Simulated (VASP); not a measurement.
The system is TmH.

```xyz
4
Lattice="0.0000 3.2409 3.2409 3.2409 0.0000 3.2409 3.2409 3.2409 0.0000" Properties=species:S:1:pos:R:3 pbc="T T T"
Tm    1.6205    1.6205    1.6205
Tm    0.0000    0.0000    0.0000
H     4.8614    4.8614    4.8614
H     3.2409    3.2409    3.2409
```

The cell was built from a structure type or drawn by symmetry, and may not be a known phase.

* Program: VASP 6.6.1
* Task: relaxation of cell and atoms
* Functional: PBE
* Potentials or basis: VASP PAW PBE potentials, release 64 (Tm_3, H), 4f in core
* Cutoff: 500 eV
* k mesh: 12 × 12 × 12
* Occupations: gaussian, width 0.1 eV
* Spin: no spin polarisation

At the start: pressure 2.8 GPa; volume 17.02 Å³/atom.

**Question.** How do energy, volume and symmetry change on relaxing?

**Answer.** Over 5 steps the energy falls by 20.7 meV/atom and the volume is 19.66 Å³/atom (+15.5 %); space group Fd-3m (No. 227, to 0.1 Å) before and after.

Step by step:
| step | energy change (eV) | largest force (eV/Å) | pressure (GPa) | volume (Å³) |
| --- | --- | --- | --- | --- |
| 1 | 0.0000 | 0.0000 | 2.80 | 68.08 |
| 2 | -0.0411 | 0.0000 | 1.74 | 71.05 |
| 3 | -0.0801 | 0.0000 | 0.45 | 76.74 |
| 4 | -0.0826 | 0.0000 | -0.09 | 79.03 |
| 5 | -0.0828 | 0.0000 | 0.00 | 78.63 |

Final structure:
```yaml
crystal:
  lattice:
    - [0.00000, 3.40033, 3.40033]
    - [3.40033, 0.00000, 3.40033]
    - [3.40033, 3.40033, 0.00000]
  atoms:
    - { symbol: Tm, position: [0.25000, 0.25000, 0.25000] }
    - { symbol: Tm, position: [0.00000, 0.00000, 0.00000] }
    - { symbol: H, position: [0.75000, 0.75000, 0.75000] }
    - { symbol: H, position: [0.50000, 0.50000, 0.50000] }
```

Caveat: the volume moved by over 15 % at a fixed basis, so the end points are rough.
